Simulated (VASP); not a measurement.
The system is Ti.

```xyz
1
Lattice="-1.6519 1.6519 1.6519 1.6519 -1.6519 1.6519 1.6519 1.6519 -1.6519" Properties=species:S:1:pos:R:3 pbc="T T T"
Ti    0.0000    0.0000    0.0000
```

Base run:

- Program: VASP 6.6.1
- Functional: PBE
- Potentials or basis: VASP PAW PBE potentials, release 64 (Ti_sv)
- Cutoff: 500 eV
- k mesh: 11 × 11 × 11
- Occupations: fermi-dirac, width 0.05 eV
- Spin: no spin polarisation

Its results: band gap on the k mesh zero (band 6 reaches 8.67 eV, above the bottom of band 7 at 7.14 eV); pressure -4.6 GPa.

Question: After a change of settings the same cell gave: band gap on the k mesh zero (band 6 reaches 8.40 eV, above the bottom of band 7 at 6.89 eV); pressure -12.5 GPa. Which change was it?
A. functional from PBE to r2SCAN; cutoff from 500 eV to 520 eV; further incar settings from ALGO = Normal; EDIFF = 1e-06; NBANDS = 12 to ALGO = Normal; EDIFF = 1e-07; NBANDS = 12
B. functional from PBE to PBEsol; cutoff from 500 eV to 520 eV
C. functional from PBE to LDA; potentials or basis from VASP PAW PBE potentials, release 64 (Ti_sv) to VASP PAW LDA potentials, release 64 (Ti_sv); cutoff from 500 eV to 520 eV
D. cutoff from 500 eV to 520 eV

Answer: C.
